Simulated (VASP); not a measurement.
# Te in VASP: a series of runs

Te is run at these levels: HSE06, PBE0; tasks: single point.

Everything below comes from runs of VASP 6.6.1. Logs are shortened: lines on timing, memory, paths and dates and some standing lists are left out, and cuts for length are marked.

## (1) The cell of the first run

The cell holds a single atom in a box, 1 atom: a = 14.000 Å, b = 14.400 Å, c = 14.800 Å, α = 90.00°, β = 90.00°, γ = 90.00°.

## (2) Single point, HSE06, collinear spin

Input file POSCAR:

```
Te
1.0
   14.0000000000      0.0000000000      0.0000000000
    0.0000000000     14.4000000000      0.0000000000
    0.0000000000      0.0000000000     14.8000000000
Te
1
Direct
    0.5000000000      0.5000000000      0.5000000000
```

Input file INCAR.step1:

```
SYSTEM = Te
  PREC = Accurate
  ENCUT = 520
  EDIFF = 1E-5
  ISMEAR = -1
  SIGMA = 0.01
  LREAL = .FALSE.
  LASPH = .TRUE.
  NELM = 150
  ALGO = Normal
  ISIF = 2
  LWAVE = .TRUE.
  ISPIN = 2
  MAGMOM = 2
  LORBIT = 11
  NBANDS = 13
  GGA = PE
  ISYM = 0
```

Input file INCAR.step2:

```
SYSTEM = Te
  PREC = Accurate
  ENCUT = 520
  EDIFF = 1E-6
  ISMEAR = -1
  SIGMA = 0.01
  LREAL = .FALSE.
  LASPH = .TRUE.
  NELM = 150
  ALGO = Normal
  ISIF = 2
  LWAVE = .FALSE.
  LCHARG = .TRUE.
  ISPIN = 2
  MAGMOM = 2
  LORBIT = 11
  GGA = PE
  LHFCALC = .TRUE.
  HFSCREEN = 0.2079
  PRECFOCK = Normal
  LELF = .TRUE.
  LVHAR = .TRUE.
  NBANDS = 13
  ISTART = 1
  ISYM = 0
```

Input file KPOINTS:

```
Automatic mesh
0
G
  1 1 1
  0 0 0
```

Potentials or basis: VASP PAW PBE potentials, release 64 (Te).

Launch:

```console
$ cat potpaw_PBE.64/Te/POTCAR > POTCAR
$ cp INCAR.step1 INCAR
$ mpirun -np 1 vasp_gam > vasp.out
$ cp INCAR.step2 INCAR
$ mpirun -np 1 vasp_gam > vasp.out
```

OUTCAR:

```text
SYSTEM = Te
   PREC = Accurate
   ENCUT = 520
   EDIFF = 1E-6
   ISMEAR = -1
   LREAL = .FALSE.
   LASPH = .TRUE.
   NELM = 150
   ISIF = 2
   ISPIN = 2
   LORBIT = 11
   GGA = PE
   LHFCALC = .TRUE.
   HFSCREEN = 0.2079
   PRECFOCK = Normal
   ISTART = 1
   ISYM = 0

 ion  position               nearest neighbor table
   1  0.500  0.500  0.500-

IMPORTANT INFORMATION: All symmetrisations will be switched off!
NOSYMM: (Re-)initialisation of all symmetry stuff for point group C_1.

----------------------------------------------------------------------------------------

                                     Primitive cell

  volume of cell :    2983.6800

  direct lattice vectors                    reciprocal lattice vectors
    14.000000000  0.000000000  0.000000000     0.071428571  0.000000000  0.000000000
     0.000000000 14.400000000  0.000000000     0.000000000  0.069444444  0.000000000
     0.000000000  0.000000000 14.800000000     0.000000000  0.000000000  0.067567568

  length of vectors
    14.000000000 14.400000000 14.800000000     0.071428571  0.069444444  0.067567568

  position of ions in fractional coordinates (direct lattice)
     0.500000000  0.500000000  0.500000000

  ion indices of the primitive-cell ions
   primitive index   ion index
                 1           1

----------------------------------------------------------------------------------------

 KPOINTS: Automatic mesh

Automatic generation of k-mesh.
 Grid dimensions read from file:
 generate k-points for:    1    1    1

 Generating k-lattice:

  Cartesian coordinates                     Fractional coordinates (reciprocal lattice)
     0.071428571  0.000000000  0.000000000     1.000000000  0.000000000  0.000000000
     0.000000000  0.069444444  0.000000000     0.000000000  1.000000000  0.000000000
     0.000000000  0.000000000  0.067567568     0.000000000  0.000000000  1.000000000

  Length of vectors
     0.071428571  0.069444444  0.067567568

  Shift w.r.t. Gamma in fractional coordinates (k-lattice)
     0.000000000  0.000000000  0.000000000

 Subroutine IBZKPT returns following result:
 ===========================================

 Found      1 irreducible k-points:

 Following reciprocal coordinates:
            Coordinates               Weight
  0.000000  0.000000  0.000000      1.000000
   k-points           NKPTS =      1   k-points in BZ     NKDIM =      1   number of bands    NBANDS=     13
   number of dos      NEDOS =    301   number of ions     NIONS =      1
   total plane-waves  NPLWV = ******
   dimension x,y,z NGX =   108 NGY =  108 NGZ =  112
   dimension x,y,z NGXF=   216 NGYF=  216 NGZF=  224
   ions per type =               1
   NGX,Y,Z   is equivalent  to a cutoff of  12.82, 12.47, 12.58 a.u.
   NGXF,Y,Z  is equivalent  to a cutoff of  25.65, 24.94, 25.16 a.u.
 SYSTEM =  Te
   PREC   = accura    normal or accurate (medium, high low for compatibility)
   ISTART =      1    job   : 0-new  1-cont  2-samecut
   ICHARG =      0    charge: 1-file 2-atom 10-const
   ISPIN  =      2    spin polarized calculation?
   LNONCOLLINEAR =      F non collinear calculations
   LSORBIT =      F    spin-orbit coupling
   LASPH  =      T    aspherical Exc in radial PAW
   ENCUT  =  520.0 eV  38.22 Ry    6.18 a.u.  26.03 26.77 27.52*2*pi/ulx,y,z
   NELM   =    150;   NELMIN=  2; NELMDL=  0     # of ELM steps
   EDIFF  = 0.1E-05   stopping-criterion for ELM
   LREAL  =      F    real-space projection
   EDIFFG = 0.1E-04   stopping-criterion for IOM
   NSW    =      0    number of steps for IOM
   IBRION =     -1    ionic relax: 0-MD 1-quasi-New 2-CG
   NFREE  =      0    steps in history (QN), initial steepest desc. (CG)
   ISIF   =      2    stress and relaxation
   ISYM   =      0    0-nonsym 1-usesym 2-fastsym
   POTIM  = 0.5000    time-step for ionic-motion
   TEBEG  =    0.0;   TEEND  =   0.0 temperature during run
   PSTRESS=    0.0 pullay stress
   NELECT =       6.0000    total number of electrons
   NUPDOWN=      -1.0000    fix difference up-down
   EMIN   =  10.00;   EMAX   =-10.00  energy-range for DOS
   EFERMI =   0.00;   METHOD = LEGACY
   ISMEAR =    -1;   SIGMA  =   0.01  broadening in eV -4-tet -1-fermi 0-gaus
   EFERMI_NEDOS =   21; number of points for ismear=-14 and -15
   IALGO  =     38    algorithm
   IMIX   =      1    mixing-type and parameters
     AMIX     =   0.40;   BMIX     =  1.00
     AMIX_MAG =   1.60;   BMIX_MAG =  1.00
  volume/ion in A,a.u.               =    2983.68     20134.87
  Fermi-wavevector in a.u.,A,eV,Ry     =   0.206637  0.390487  0.580952  0.042699
  Thomas-Fermi vector in A             =   0.969299
   LORBIT       =     11    0 simple, 1 ext, 2 COOP (PROOUT), +10 PAW based schemes
   GGA     = PE    functional components
   LHFCALC =     T    Hartree Fock is set to
   PRECFOCK=normal    Normal, Fast or Accurate (Low or Medium for compatibility)
   ENCUT4O =  -1.0   cutoff for four orbital integrals eV
   NKREDX  =     1    reduce k-point grid by
   NKREDY  =     1    reduce k-point grid by
   NKREDZ  =     1    reduce k-point grid by
   AEXX    =    0.2500 exact exchange contribution
   HFSCREEN=    0.2079 screening length (either q_TF or 0.3 A-1)
   HFSCREENC=   0.2079 screening length for correlation (either q_TF or 0.3 A-1)
   ENCUTFOCK=  -1.0 apply spherical cutoff to Coloumb kernel
   IVDW    =     0    specifies the selected vdW correction
   LEPSILON=     F    determine dielectric tensor
   LRPA    =     F    only Hartree local field effects (RPA)
 spin polarized calculation
  energy-cutoff  :      520.00
  volume of cell :     2983.68
 maximum number of plane-waves:     40220
 NGX is ok and might be reduce to   108
  NGX = 80; NGY = 84; NGZ = 84

 number of electron       6.0000000 magnetization       2.0000000

 Free energy of the ion-electron system (eV)
  ---------------------------------------------------
  ext. energy  EPLUGINS =         0.00000000
  ---------------------------------------------------
  free energy    TOTEN  =        -1.73400869 eV

  energy without entropy =       -1.73400869  energy(sigma->0) =       -1.73400869

 E-fermi :  -5.5282     XC(G=0):  -0.3246

 val. band max:       -5.7770636315   @ k =   0.0000   0.0000   0.0000
 cond. band min:      -4.2936942178   @ k =   0.0000   0.0000   0.0000
 fundamental gap:      1.4833694137
 Fermi energy:        -5.5282345894

 spin component 1

 k-point     1 :       0.0000    0.0000    0.0000
  band No.  band energies     occupation
      1     -17.0675      1.00000
      2      -7.4895      1.00000
      3      -7.4892      1.00000
      4      -6.4158      1.00000
      5      -0.4181      0.00000
      6       0.3594      0.00000
      7       0.4923      0.00000
      8       0.5289      0.00000
      9       0.6056      0.00000
     10       0.6259      0.00000
     11       0.6752      0.00000
     12       0.9662      0.00000
     13       1.0806      0.00000
 Fermi energy:        -5.5282345894

 spin component 2

 k-point     1 :       0.0000    0.0000    0.0000
  band No.  band energies     occupation
      1     -15.0323      1.00000
      2      -5.7771      1.00000
      3      -4.2937      0.00000
      4      -4.2932      0.00000
      5      -0.1850      0.00000
      6       0.4608      0.00000
      7       0.6468      0.00000
      8       0.6608      0.00000
      9       0.7001      0.00000
     10       0.7234      0.00000
     11       0.7259      0.00000
     12       1.2057      0.00000
     13       1.2907      0.00000

------------------------ aborting loop because EDIFF is reached ----------------------------------------

  FORCE on cell =-STRESS in cart. coord.  units (eV):
  Direction    XX          YY          ZZ          XY          YZ          ZX
  --------------------------------------------------------------------------------------
  -------------------------------------------------------------------------------------
  Total       -0.0009942     -0.0028365     -0.0010955      0.0003614      0.0001813     -0.0001728
  in kB       -0.0005338     -0.0015232     -0.0005883      0.0001941      0.0000973     -0.0000928
  external PRESSURE =      -0.0008818 kB  Pullay stress =       0.0000000 kB

 VOLUME and BASIS-vectors are now :
 -----------------------------------------------------------------------------
  energy-cutoff  :      520.00
  volume of cell :     2983.68
      direct lattice vectors                 reciprocal lattice vectors
    14.000000000  0.000000000  0.000000000     0.071428571  0.000000000  0.000000000
     0.000000000 14.400000000  0.000000000     0.000000000  0.069444444  0.000000000
     0.000000000  0.000000000 14.800000000     0.000000000  0.000000000  0.067567568

 POSITION                                       TOTAL-FORCE (eV/Angst)
 -----------------------------------------------------------------------------------
      7.00000      7.20000      7.40000         0.000001     -0.000001     -0.000001
 -----------------------------------------------------------------------------------
    total drift:                                0.000001     -0.000001     -0.000001

  FREE ENERGIE OF THE ION-ELECTRON SYSTEM (eV)
  ---------------------------------------------------
  free  energy   TOTEN  =        -1.7340086897 eV

  energy  without entropy=       -1.7340086897  energy(sigma->0) =       -1.73400869

 total charge

# of ion       s       p       d       tot
------------------------------------------
    1        1.376   1.932   0.001   3.309

 magnetization (x)

# of ion       s       p       d       tot
------------------------------------------
    1        0.018   1.006   0.001   1.025
```

It took 54 min on 1 thread of Oxide Virtual Turin-like, shared host; peak memory 2.8 GiB.

Results:

```
Free energy                                           : -1.7340 eV
Pressure                                              : 0.0 GPa
Band gap on the k mesh                                : 1.48 eV
Net moment                                            : 2.00 μB per cell
Site moments                                          : Te +1.02 μB
Valence electrons inside the program's atomic spheres : Te 3.31
```

Caveat: the PAW data sets were made with another functional, which shifts forces and pressure a little; spin-orbit coupling is left out, which moves the levels of the heavy elements.

## (3) Single point, PBE0, collinear spin

POSCAR is that of step 2.

Input file INCAR.step1:

```
ALGO = Normal
EDIFF = 1E-5
ENCUT = 520
GGA = PE
ISIF = 2
ISMEAR = -1
ISPIN = 2
ISYM = 0
LASPH = True
LORBIT = 11
LREAL = False
LWAVE = True
MAGMOM = 2
NBANDS = 13
NELM = 150
PREC = Accurate
SIGMA = 0.01
```

Input file INCAR.step2:

```
AEXX = 0.25
ALGO = Normal
EDIFF = 1E-6
ENCUT = 520
GGA = PE
ISIF = 2
ISMEAR = -1
ISPIN = 2
ISTART = 1
ISYM = 0
LASPH = True
LCHARG = True
LELF = True
LHFCALC = True
LORBIT = 11
LREAL = False
LVHAR = True
LWAVE = False
MAGMOM = 2
NBANDS = 13
NELM = 150
PREC = Accurate
PRECFOCK = Normal
SIGMA = 0.01
```

Input file KPOINTS:

```
k-points
0
Gamma
  1 1 1
```

Potentials or basis: VASP PAW PBE potentials, release 64 (Te).

Launch:

```console
$ cat potpaw_PBE.64/Te/POTCAR > POTCAR
$ cp INCAR.step1 INCAR
$ mpirun -np 1 vasp_gam > vasp.out
$ cp INCAR.step2 INCAR
$ mpirun -np 1 vasp_gam > vasp.out
```

OUTCAR:

```text
AEXX = 0.25
   EDIFF = 1E-6
   ENCUT = 520
   GGA = PE
   ISIF = 2
   ISMEAR = -1
   ISPIN = 2
   ISTART = 1
   ISYM = 0
   LASPH = True
   LHFCALC = True
   LORBIT = 11
   LREAL = False
   NELM = 150
   PREC = Accurate
   PRECFOCK = Normal

 ion  position               nearest neighbor table
   1  0.500  0.500  0.500-

IMPORTANT INFORMATION: All symmetrisations will be switched off!
NOSYMM: (Re-)initialisation of all symmetry stuff for point group C_1.

----------------------------------------------------------------------------------------

                                     Primitive cell

  volume of cell :    2983.6800

  direct lattice vectors                    reciprocal lattice vectors
    14.000000000  0.000000000  0.000000000     0.071428571  0.000000000  0.000000000
     0.000000000 14.400000000  0.000000000     0.000000000  0.069444444  0.000000000
     0.000000000  0.000000000 14.800000000     0.000000000  0.000000000  0.067567568

  length of vectors
    14.000000000 14.400000000 14.800000000     0.071428571  0.069444444  0.067567568

  position of ions in fractional coordinates (direct lattice)
     0.500000000  0.500000000  0.500000000

  ion indices of the primitive-cell ions
   primitive index   ion index
                 1           1

----------------------------------------------------------------------------------------

 KPOINTS: k-points

Automatic generation of k-mesh.
 Grid dimensions read from file:
 generate k-points for:    1    1    1

 Generating k-lattice:

  Cartesian coordinates                     Fractional coordinates (reciprocal lattice)
     0.071428571  0.000000000  0.000000000     1.000000000  0.000000000  0.000000000
     0.000000000  0.069444444  0.000000000     0.000000000  1.000000000  0.000000000
     0.000000000  0.000000000  0.067567568     0.000000000  0.000000000  1.000000000

  Length of vectors
     0.071428571  0.069444444  0.067567568

  Shift w.r.t. Gamma in fractional coordinates (k-lattice)
[... 73 lines left out ...]

 number of electron       6.0000000 magnetization       2.0000000

 Free energy of the ion-electron system (eV)
  ---------------------------------------------------
  ext. energy  EPLUGINS =         0.00000000
  ---------------------------------------------------
  free energy    TOTEN  =        -2.26429231 eV

  energy without entropy =       -2.26429231  energy(sigma->0) =       -2.26429231

 E-fermi :  -5.9148     XC(G=0):  -0.2730

 val. band max:       -6.1928432483   @ k =   0.0000   0.0000   0.0000
 cond. band min:      -3.9264430214   @ k =   0.0000   0.0000   0.0000
 fundamental gap:      2.2664002269
 Fermi energy:        -5.9148424383

 spin component 1

 k-point     1 :       0.0000    0.0000    0.0000
  band No.  band energies     occupation
      1     -17.4855      1.00000
      2      -7.8932      1.00000
      3      -7.8932      1.00000
      4      -6.8200      1.00000
      5      -0.2323      0.00000
      6       0.4478      0.00000
      7       0.5984      0.00000
      8       0.6341      0.00000
      9       0.6698      0.00000
     10       0.7186      0.00000
     11       0.7328      0.00000
     12       1.1342      0.00000
     13       1.2307      0.00000
 Fermi energy:        -5.9148424383

 spin component 2

 k-point     1 :       0.0000    0.0000    0.0000
  band No.  band energies     occupation
      1     -15.4692      1.00000
      2      -6.1928      1.00000
      3      -3.9264      0.00000
      4      -3.9257      0.00000
      5      -0.0757      0.00000
      6       0.5643      0.00000
      7       0.7115      0.00000
      8       0.7233      0.00000
      9       0.7306      0.00000
     10       0.7682      0.00000
     11       0.7745      0.00000
     12       1.3085      0.00000
     13       1.3659      0.00000

------------------------ aborting loop because EDIFF is reached ----------------------------------------

  FORCE on cell =-STRESS in cart. coord.  units (eV):
  Direction    XX          YY          ZZ          XY          YZ          ZX
  --------------------------------------------------------------------------------------
  -------------------------------------------------------------------------------------
  Total       -0.0218756     -0.0225701     -0.0218162      0.0001041      0.0000370     -0.0000288
  in kB       -0.0117468     -0.0121197     -0.0117149      0.0000559      0.0000199     -0.0000155
  external PRESSURE =      -0.0118604 kB  Pullay stress =       0.0000000 kB

 VOLUME and BASIS-vectors are now :
 -----------------------------------------------------------------------------
  energy-cutoff  :      520.00
  volume of cell :     2983.68
      direct lattice vectors                 reciprocal lattice vectors
    14.000000000  0.000000000  0.000000000     0.071428571  0.000000000  0.000000000
     0.000000000 14.400000000  0.000000000     0.000000000  0.069444444  0.000000000
     0.000000000  0.000000000 14.800000000     0.000000000  0.000000000  0.067567568

 POSITION                                       TOTAL-FORCE (eV/Angst)
 -----------------------------------------------------------------------------------
      7.00000      7.20000      7.40000        -0.000000     -0.000000     -0.000000
 -----------------------------------------------------------------------------------
    total drift:                               -0.000000     -0.000000     -0.000000

  FREE ENERGIE OF THE ION-ELECTRON SYSTEM (eV)
  ---------------------------------------------------
  free  energy   TOTEN  =        -2.2642923115 eV

  energy  without entropy=       -2.2642923115  energy(sigma->0) =       -2.26429231

 total charge

# of ion       s       p       d       tot
------------------------------------------
    1        1.376   1.935   0.001   3.312

 magnetization (x)

# of ion       s       p       d       tot
------------------------------------------
    1        0.016   1.007   0.001   1.024
```

Wall time 29 min (1 thread of Oxide Virtual Turin-like, shared host); peak memory 2.7 GiB.

Results:

* Free energy: -2.2643 eV
* Pressure: 0.0 GPa
* Band gap on the k mesh: 2.27 eV
* Net moment: 2.00 μB per cell
* Site moments: Te +1.02 μB
* Valence electrons inside the program's atomic spheres: Te 3.31

Levels at points of the mesh, in eV from the valence-band top:
Spin up:
```
           k point  band 2  band 3  band 4  band 5  band 6  band 7
(0.00, 0.00, 0.00)   -1.70   -1.70   -0.63    5.96    6.64    6.79
```
Spin down:
```
           k point  band 1  band 2  band 3  band 4  band 5  band 6
(0.00, 0.00, 0.00)   -9.28    0.00    2.27    2.27    6.12    6.76
```

Caveat: the PAW data sets were made with another functional, which shifts forces and pressure a little; spin-orbit coupling is left out, which moves the levels of the heavy elements.
